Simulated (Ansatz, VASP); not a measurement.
**Sn in VASP and in Ansatz**

```
Sn
1.0
     0.00000    3.28499    3.28499
     3.28499    0.00000    3.28499
     3.28499    3.28499    0.00000
Sn
2
Direct
  0.00000 0.00000 0.00000
  0.25000 0.25000 0.25000
```

Alike in both runs: task relaxation of cell and atoms; functional PBE; k mesh 12 × 12 × 12; occupations gaussian, width 0.1 eV; no spin polarisation.

|  | VASP | Ansatz |
| --- | --- | --- |
| version | VASP 6.6.1 | Ansatz 0.2.0 |
| potentials or method | VASP PAW PBE potentials, release 64 (Sn_d), cutoff 600 eV | scalar-relativistic, plane waves, PAW |
| valence electrons in the cell | 28 | 28 |

```csv
,VASP,Ansatz,Ansatz less VASP
"gap on the k mesh at the Fermi level, each at its own relaxed structure (eV)",none,none,-
relaxed volume (Å³/atom),36.83,36.90,+0.069
relaxed cell length with the largest relative difference (Å),4.705,4.708,+0.0029
```

A gap of «none» marks a metal or a gap that the smearing closes.
